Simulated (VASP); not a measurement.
# BeTe2 in VASP: a series of runs

The runs below take BeTe2 through single point, with PBE.

Program: VASP 6.6.1. These are calculated values, not measurements. Logs are shortened: lines on timing, memory, paths and dates and some standing lists are left out, and cuts for length are marked.

## (1) The cell of the first run

The structure is orthorhombic, space group Ibam (No. 72). The conventional cell has a = 4.601 Å, b = 10.001 Å, c = 6.802 Å, α = 90.00°, β = 90.00°, γ = 90.00°. Within 3.5 Å of Be (site symmetry 222) lie 4 Te at 2.49 Å and 2 Be at 3.40 Å. Within 3.3 Å of Te (site symmetry m) lie 2 Be at 2.49 Å and 1 Te at 2.91 Å.

## (2) Single point, PBE

The input, INCAR:

```
  PREC = Accurate
  ENCUT = 520
  EDIFF = 1E-7
  ISMEAR = 0
  SIGMA = 0.2
  LREAL = False
  LASPH = True
  NELM = 60
  ALGO = Normal
  ISIF = 2
  LWAVE = False
  LCHARG = False
  GGA = PE
  NBANDS = 40
```

The input, KPOINTS:

```
regular mesh
0
Gamma
  4 4 4
```

The input, POSCAR:

```
BeTe2
1.0
   -2.3003169747     -5.0006572300      3.4011209732
   -2.3003169747      5.0006572300      3.4011209732
   -4.6006339494      0.0000000000     -6.8022419463
Be Te
4 8
Direct
    0.3750000000      0.3750000000      0.6250000000
    0.8750000000      0.8750000000      0.1250000000
    0.1250000000      0.1250000000      0.8750000000
    0.6250000000      0.6250000000      0.3750000000
    0.2117163667      0.9824070177      0.5970616922
    0.7117163667      0.4824070177      0.0970616922
    0.7675929823      0.5382836333      0.6529383078
    0.2675929823      0.0382836333      0.1529383078
    0.7324070177      0.9617163667      0.8470616922
    0.2324070177      0.4617163667      0.3470616922
    0.2882836333      0.5175929823      0.9029383078
    0.7882836333      0.0175929823      0.4029383078
```

Potentials or basis: VASP PAW PBE potentials, release 64 (Be, Te).

Command:

```console
> cat potpaw_PBE.64/Be/POTCAR potpaw_PBE.64/Te/POTCAR > POTCAR
> mpirun -np 1 vasp_std > vasp.out
```

OUTCAR:

```text
PREC = Accurate
   ENCUT = 520
   EDIFF = 1E-7
   ISMEAR = 0
   LREAL = False
   LASPH = True
   NELM = 60
   ISIF = 2
   GGA = PE

 ion  position               nearest neighbor table
   1  0.375  0.375  0.625-  10 2.49  11 2.49   5 2.49   7 2.49
   2  0.875  0.875  0.125-   9 2.49  12 2.49   6 2.49   8 2.49
   3  0.125  0.125  0.875-   5 2.49   8 2.49   9 2.49  11 2.49
   4  0.625  0.625  0.375-   6 2.49   7 2.49  10 2.49  12 2.49
   5  0.212  0.982  0.597-   3 2.49   1 2.49  12 2.91   9 3.55  10 3.55  11 3.63
   6  0.712  0.482  0.097-   4 2.49   2 2.49  11 2.91  10 3.55   9 3.55  12 3.63
   7  0.768  0.538  0.653-   4 2.49   1 2.49   9 2.91  11 3.55  12 3.55  10 3.63
   8  0.268  0.038  0.153-   3 2.49   2 2.49  10 2.91  12 3.55  11 3.55   9 3.63
   9  0.732  0.962  0.847-   2 2.49   3 2.49   7 2.91   6 3.55   5 3.55   8 3.63
  10  0.232  0.462  0.347-   1 2.49   4 2.49   8 2.91   5 3.55   6 3.55   7 3.63
  11  0.288  0.518  0.903-   1 2.49   3 2.49   6 2.91   8 3.55   7 3.55   5 3.63
  12  0.788  0.018  0.403-   2 2.49   4 2.49   5 2.91   7 3.55   8 3.55   6 3.63

  LATTYP: Found a base centered monoclinic cell.
 ALAT       =     8.2119625081
 B/A-ratio  =     1.2178957771
 C/A-ratio  =     1.0000000000
 COS(beta)  =    -0.3722720886

  Lattice vectors:

 A1 = (  -2.3003169747,  -5.0006572300,   3.4011209732)
 A2 = (  -2.3003169747,   5.0006572300,   3.4011209732)
 A3 = (  -4.6006339494,   0.0000000000,  -6.8022419463)

Analysis of symmetry for initial positions (statically):
=====================================================================
 Subroutine PRICEL returns following result:

  LATTYP: Found a body centered orthorhombic cell.
 ALAT       =     4.6006339494
 B/A-ratio  =     1.4785444835
 C/A-ratio  =     2.1738991995

  Lattice vectors:

 A1 = (  -2.3003169747,   5.0006572300,  -3.4011209731)
 A2 = (   2.3003169747,   5.0006572300,   3.4011209732)
 A3 = (   2.3003169747,  -5.0006572300,  -3.4011209732)

   2 primitive cells build up your supercell.

 Routine SETGRP: Setting up the symmetry group for a
 base centered monoclinic supercell.

 Subroutine GETGRP returns: Found  4 space group operations
 (whereof  2 operations were pure point group operations)
 out of a pool of  4 trial point group operations.

The static configuration has the point symmetry S_2 .
 The point group associated with its full space group is C_2h.

Analysis of symmetry for dynamics (positions and initial velocities):
=====================================================================
 Subroutine PRICEL returns following result:

  LATTYP: Found a body centered orthorhombic cell.
 ALAT       =     4.6006339494
 B/A-ratio  =     1.4785444835
 C/A-ratio  =     2.1738991995

  Lattice vectors:

 A1 = (  -2.3003169747,   5.0006572300,  -3.4011209731)
 A2 = (   2.3003169747,   5.0006572300,   3.4011209732)
 A3 = (   2.3003169747,  -5.0006572300,  -3.4011209732)

   2 primitive cells build up your supercell.

 Routine SETGRP: Setting up the symmetry group for a
 base centered monoclinic supercell.

 Subroutine GETGRP returns: Found  4 space group operations
 (whereof  2 operations were pure point group operations)
 out of a pool of  4 trial point group operations.

The dynamic configuration has the point symmetry S_2 .
 The point group associated with its full space group is C_2h.

 Subroutine INISYM returns: Found  4 space group operations
 (whereof  2 operations are pure point group operations),
 and found     2 'primitive' translations

----------------------------------------------------------------------------------------

                                     Primitive cell

  volume of cell :     156.4937

  direct lattice vectors                    reciprocal lattice vectors
    -2.300316975  5.000657230 -3.401120973    -0.000000000  0.099986857 -0.147010355
     2.300316975  5.000657230  3.401120973     0.217361349  0.099986857  0.000000000
     2.300316975 -5.000657230 -3.401120973     0.217361349 -0.000000000 -0.147010355

  length of vectors
     6.470367439  6.470367439  6.470367439     0.177790371  0.239255778  0.262408080

  position of ions in fractional coordinates (direct lattice)
     0.250000000  0.000000000  0.250000000
     0.750000000  1.000000000  0.750000000
     0.385345325  0.191221941  0.805876616
     0.885345325  0.579468710  0.694123384
     0.114654675  0.420531290  0.305876616
     0.614654675  0.808778059  0.194123384

  ion indices of the primitive-cell ions
   primitive index   ion index
                 1           1
                 2           3
                 3           5
                 4           7
                 5          10
                 6          11

----------------------------------------------------------------------------------------

 KPOINTS: regular mesh

Automatic generation of k-mesh.
 Grid dimensions read from file:
 generate k-points for:    4    4    4

 Generating k-lattice:

  Cartesian coordinates                     Fractional coordinates (reciprocal lattice)
    -0.027170169 -0.024996714  0.018376294     0.250000000  0.000000000  0.000000000
    -0.027170169  0.024996714  0.018376294     0.000000000  0.250000000  0.000000000
    -0.027170169  0.000000000 -0.018376294     0.000000000  0.000000000  0.250000000

  Length of vectors
     0.041240053  0.041240053  0.032801010

  Shift w.r.t. Gamma in fractional coordinates (k-lattice)
     0.000000000  0.000000000  0.000000000

 Subroutine IBZKPT returns following result:
 ===========================================

 Found     24 irreducible k-points:

 Following reciprocal coordinates:
            Coordinates               Weight
  0.000000  0.000000  0.000000      1.000000
  0.250000  0.000000  0.000000      4.000000
  0.500000  0.000000  0.000000      2.000000
  0.250000  0.250000  0.000000      2.000000
  0.500000  0.250000  0.000000      4.000000
 -0.250000  0.250000  0.000000      2.000000
[... 16 lines left out ...]
 -0.250000  0.250000  0.500000      2.000000
  0.500000  0.500000  0.500000      1.000000
   k-points           NKPTS =     24   k-points in BZ     NKDIM =     24   number of bands    NBANDS=     40
   number of dos      NEDOS =    301   number of ions     NIONS =     12
   total plane-waves  NPLWV = 147456
   dimension x,y,z NGX =    48 NGY =   48 NGZ =   64
   dimension x,y,z NGXF=    96 NGYF=   96 NGZF=  128
   ions per type =               4   8
   NGX,Y,Z   is equivalent  to a cutoff of  12.33, 12.33, 12.96 a.u.
   NGXF,Y,Z  is equivalent  to a cutoff of  24.67, 24.67, 25.91 a.u.
 SYSTEM =  unknown system
   PREC   = accura    normal or accurate (medium, high low for compatibility)
   ISTART =      0    job   : 0-new  1-cont  2-samecut
   ICHARG =      2    charge: 1-file 2-atom 10-const
   ISPIN  =      1    spin polarized calculation?
   LNONCOLLINEAR =      F non collinear calculations
   LSORBIT =      F    spin-orbit coupling
   LASPH  =      T    aspherical Exc in radial PAW
   ENCUT  =  520.0 eV  38.22 Ry    6.18 a.u.  12.03 12.03 15.27*2*pi/ulx,y,z
   NELM   =     60;   NELMIN=  2; NELMDL= -5     # of ELM steps
   EDIFF  = 0.1E-06   stopping-criterion for ELM
   LREAL  =      F    real-space projection
   EDIFFG = 0.1E-05   stopping-criterion for IOM
   NSW    =      0    number of steps for IOM
   IBRION =     -1    ionic relax: 0-MD 1-quasi-New 2-CG
   NFREE  =      0    steps in history (QN), initial steepest desc. (CG)
   ISIF   =      2    stress and relaxation
   ISYM   =      2    0-nonsym 1-usesym 2-fastsym
   POTIM  = 0.5000    time-step for ionic-motion
   TEBEG  =    0.0;   TEEND  =   0.0 temperature during run
   PSTRESS=    0.0 pullay stress
   NELECT =      56.0000    total number of electrons
   NUPDOWN=      -1.0000    fix difference up-down
   EMIN   =  10.00;   EMAX   =-10.00  energy-range for DOS
   EFERMI =   0.00;   METHOD = LEGACY
   ISMEAR =     0;   SIGMA  =   0.20  broadening in eV -4-tet -1-fermi 0-gaus
   EFERMI_NEDOS =   21; number of points for ismear=-14 and -15
   IALGO  =     38    algorithm
   IMIX   =      4    mixing-type and parameters
     AMIX     =   0.40;   BMIX     =  1.00
     AMIX_MAG =   1.60;   BMIX_MAG =  1.00
  volume/ion in A,a.u.               =      26.08       176.01
  Fermi-wavevector in a.u.,A,eV,Ry     =   0.922490  1.743254 11.578404  0.850989
  Thomas-Fermi vector in A             =   2.048023
   LORBIT       =      0    0 simple, 1 ext, 2 COOP (PROOUT), +10 PAW based schemes
   GGA     = PE    functional components
   LHFCALC =     F    Hartree Fock is set to
   AEXX    =    0.0000 exact exchange contribution
   IVDW    =     0    specifies the selected vdW correction
   LEPSILON=     F    determine dielectric tensor
   LRPA    =     F    only Hartree local field effects (RPA)
 non-spin polarized calculation
 Gauss-broadening in eV      SIGMA  =   0.20
  energy-cutoff  :      520.00
  volume of cell :      312.99
 maximum number of plane-waves:      8462
   NGX = 25   NGY = 25   NGZ = 31

 number of electron      55.9999998 magnetization

 Free energy of the ion-electron system (eV)
  ---------------------------------------------------
  ext. energy  EPLUGINS =         0.00000000
  ---------------------------------------------------
  free energy    TOTEN  =       -41.70752340 eV

  energy without entropy =      -41.70074940  energy(sigma->0) =      -41.70413640

 E-fermi :   5.8128     XC(G=0):  -9.1455

 val. band max:        5.7009375414   @ k =   0.5000   0.0000   0.5000
 cond. band min:       5.9488807280   @ k =   0.5000   0.5000   0.2500
 fundamental gap:      0.2479431866
 Fermi energy:         5.8128340743

 k-point     1 :       0.0000    0.0000    0.0000
  band No.  band energies     occupation
      1      -7.4116      2.00000
      2      -6.0219      2.00000
      3      -6.0219      2.00000
      4      -5.8665      2.00000
      5      -5.1058      2.00000
      6      -5.1058      2.00000
[... 32 lines left out ...]
     39       9.5074      0.00000
[... 988 lines left out ...]
     39       9.6647      0.00000
     40       9.6647      0.00000

------------------------ aborting loop because EDIFF is reached ----------------------------------------

  FORCE on cell =-STRESS in cart. coord.  units (eV):
  Direction    XX          YY          ZZ          XY          YZ          ZX
  --------------------------------------------------------------------------------------
  -------------------------------------------------------------------------------------
  Total        0.1669946      0.1425208      0.1341939      0.0000000      0.0000000     -0.0087341
  in kB        0.8548426      0.7295615      0.6869366      0.0000000      0.0000000     -0.0447096
  external PRESSURE =       0.7571136 kB  Pullay stress =       0.0000000 kB

 VOLUME and BASIS-vectors are now :
 -----------------------------------------------------------------------------
  energy-cutoff  :      520.00
  volume of cell :      312.99
      direct lattice vectors                 reciprocal lattice vectors
    -2.300316975 -5.000657230  3.401120973    -0.108680674 -0.099986857  0.073505177
    -2.300316975  5.000657230  3.401120973    -0.108680674  0.099986857  0.073505177
    -4.600633949  0.000000000 -6.802241946    -0.108680674  0.000000000 -0.073505177

 POSITION                                       TOTAL-FORCE (eV/Angst)
 -----------------------------------------------------------------------------------
     -4.60063      0.00000     -1.70056        -0.000000     -0.000081      0.000000
     -4.60063      0.00000      5.10168        -0.000000     -0.000081      0.000000
     -4.60063      0.00000     -5.10168        -0.000000      0.000081      0.000000
     -4.60063      0.00000      1.70056        -0.000000      0.000081      0.000000
     -5.49372      3.85396      0.00000         0.003275     -0.026524      0.001805
     -3.19341     -1.14670      3.40112         0.003275     -0.026524      0.001805
     -6.00786     -1.14670      0.00000        -0.003275     -0.026524     -0.001805
     -1.40723     -1.14670      0.00000        -0.003275     -0.026524     -0.001805
     -7.79404      1.14670      0.00000         0.003275      0.026524      0.001805
     -3.19341      1.14670      0.00000         0.003275      0.026524      0.001805
     -6.00786      1.14670     -3.40112        -0.003275      0.026524     -0.001805
     -3.70754     -3.85396      0.00000        -0.003275      0.026524     -0.001805
 -----------------------------------------------------------------------------------
    total drift:                                0.000000      0.000000      0.000000

  FREE ENERGIE OF THE ION-ELECTRON SYSTEM (eV)
  ---------------------------------------------------
  free  energy   TOTEN  =       -41.7075234022 eV

  energy  without entropy=      -41.7007494003  energy(sigma->0) =      -41.70413640
```

It took 2.8 min on 1 thread of Intel Xeon 6975P-C (Granite Rapids), shared host; peak memory 0.51 GiB.

Results:

- Free energy: -41.7075 eV
- Pressure: 0.1 GPa
- Largest force: 0.027 eV/Å
- Band gap on the k mesh: 0.25 eV

Forces on the atoms (eV/Å):
```
Be   0.000  0.000  0.000
Be   0.000  0.000  0.000
Be   0.000  0.000  0.000
Be   0.000  0.000  0.000
Te   0.003 -0.027  0.002
Te   0.003 -0.027  0.002
Te  -0.003 -0.027 -0.002
Te  -0.003 -0.027 -0.002
Te   0.003  0.027  0.002
Te   0.003  0.027  0.002
Te  -0.003  0.027 -0.002
Te  -0.003  0.027 -0.002
```

Levels at points of the mesh, in eV from the valence-band top:
```
           k point  band 26  band 27  band 28  band 29  band 30  band 31
(0.00, 0.00, 0.00)    -1.60    -1.60    -1.18     1.24     1.72     1.80
(0.50, 0.00, 0.00)    -1.53    -1.30    -1.30     1.06     1.06     1.85
(0.50, 0.50, 0.00)    -1.60    -1.49    -1.06     0.27     0.76     1.80
(0.00, 0.00, 0.50)    -0.90    -0.35    -0.35     0.77     0.77     1.24
(0.50, 0.00, 0.50)    -1.05    -0.86     0.00     0.64     0.69     0.69
(0.50, 0.50, 0.50)    -1.32    -1.10    -1.10     0.86     0.86     1.18
```

Caveat: spin-orbit coupling is left out, which moves the levels of the heavy elements.

(Part 1 of 2 ends here.)
